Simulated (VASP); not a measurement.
**MnO: electric field gradients with PBE**

The system is MnO.

```
CELL_PARAMETERS angstrom
0.00000 2.19197 2.19197
2.19197 0.00000 2.19197
2.19197 2.19197 0.00000
ATOMIC_POSITIONS crystal
Mn 0.00000 0.00000 0.00000
O 0.50000 0.50000 0.50000
```

This cell differs from its parent crystal: volume scaled by 0.96.

| Quantity | Value |
| --- | --- |
| Program | VASP 6.6.1 |
| Task | electric field gradients |
| Functional | PBE |
| Potentials or basis | VASP PAW PBE potentials, release 64 (Mn_pv, O) |
| Cutoff | 520 eV |
| k mesh | 16 × 16 × 16 |
| Occupations | fermi-dirac, width 0.05 eV |
| Spin | collinear spin, ferromagnetic start |
| Starting moments | [4.0, 0.0] μB |
| Dipole correction | no |
| Further INCAR settings | ALGO = Normal; EDIFF = 1e-08; NBANDS = 20 |

| Item | Value |
| --- | --- |
| Pressure | 4.7 GPa |
| Net moment | 4.64 μB per cell |
| Site moments | Mn +4.23; O +0.19 μB |
| Valence electrons inside the program's atomic spheres | Mn 11.40; O 4.99 |

Levels at points of the mesh, in eV from the Fermi level:
Spin up:
```
           k point  band 10  band 11  band 12  band 13  band 14  band 15
(0.00, 0.00, 0.00)    -3.28    -2.72    -2.72    -0.36    14.08    16.66
(0.50, 0.00, 0.00)    -1.87     0.29     0.29     3.55     8.06    12.15
(0.50, 0.50, 0.00)    -2.02    -2.02    -1.85     5.31     8.01    10.63
```
Spin down:
```tsv
k point	band 4	band 5	band 6	band 7	band 8	band 9	band 10	band 11
(0.00, 0.00, 0.00)	-20.25	-3.62	-3.62	-3.62	0.57	0.57	0.57	0.91
(0.50, 0.00, 0.00)	-19.20	-7.78	-5.19	-5.19	1.84	1.88	1.88	3.66
(0.50, 0.50, 0.00)	-19.26	-6.78	-4.63	-4.63	-1.10	1.87	2.14	2.34
```

Wall time 84 s on 1 thread of AMD EPYC 9R45 96-Core Processor (Zen 5) (shared host), peak memory 0.19 GiB.

Caveat: without QUAD_EFG the Cq values of the log hold for a quadrupole moment of 1 mb, not for the nuclei; a cell with one magnetic atom can't hold antiferromagnetic order, which such compounds often take; semilocal functionals often make such compounds metallic where correlation or magnetic order opens a gap, which also shifts bond lengths.
